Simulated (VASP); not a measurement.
Input of a VASP 6.6.1 run:

File INCAR:

```
PREC = Accurate ; ENCUT = 520
EDIFF = 1E-6 ; ISMEAR = -1
SIGMA = 0.08 ; LREAL = False
LASPH = True ; NELM = 60
ALGO = Normal ; ISIF = 2
LWAVE = False ; LCHARG = True
GGA = PS ; LELF = True
LVHAR = True ; NBANDS = 20
```

KPOINTS

```
Automatic mesh
0
Gamma
  13 13 13
```

File POSCAR:

```
Ga
1.0
    0.0000000000      2.8013437027      2.8013437027
    2.8013437027      0.0000000000      2.8013437027
    2.8013437027      2.8013437027      0.0000000000
Ga
2
Direct
   -0.1250000000     -0.1250000000     -0.1250000000
    0.1250000000      0.1250000000      0.1250000000
```

Potentials or basis: VASP PAW PBE potentials, release 64 (Ga_d).

Run with:

```console
$ cat potpaw_PBE.64/Ga_d/POTCAR > POTCAR
$ mpirun -np 1 vasp_std > vasp.out
```

Task: Predict the pressure.

Result: 4.4 GPa.

Task: What does it give for the band gap on the k mesh?

Result: Zero (band 13 reaches 6.57 eV, above the bottom of band 14 at 1.98 eV).

Caveat: the PAW data sets were made with another functional, which shifts forces and pressure a little.
